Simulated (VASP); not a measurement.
A run of VASP 6.6.1:

INCAR

```
SYSTEM = CdSe
ALGO = Normal
EDIFF = 1E-6
ENCUT = 520
GGA = PS
ISIF = 2
ISMEAR = 0
LASPH = .True.
LCHARG = .True.
LELF = .True.
LREAL = .False.
LVHAR = .True.
LWAVE = .False.
NBANDS = 16
NELM = 60
PREC = Accurate
SIGMA = 0.05
```

Contents of KPOINTS:

```
k-points
0
Gamma
  10 10 10
  0 0 0
```

Contents of POSCAR:

```
CdSe
1.0
    0.0000000000      2.9685882817      2.9685882817
    2.9685882817      0.0000000000      2.9685882817
    2.8906133628      2.8906133628      0.0779749189
Cd Se
1 1
Direct
    0.0000000000      0.0000000000      0.0000000000
    0.7500000000      0.7500000000      0.7500000000
```

Potentials or basis: VASP PAW PBE potentials, release 64 (Cd, Se).

Launch:

```bash
$ cat potpaw_PBE.64/Cd/POTCAR potpaw_PBE.64/Se/POTCAR > POTCAR
$ mpirun -np 1 vasp_std > vasp.out
```

Hardware: 1 thread of Intel(R) Xeon(R) Platinum 8559C (Emerald Rapids), with other jobs on the host.

Problem. How long does it take, and how much memory?

Solution. It took 35 s on 1 thread of Intel(R) Xeon(R) Platinum 8559C (Emerald Rapids), with other jobs on the host, peak memory 0.24 GiB. Counts: scf iterations 12, k points 116.
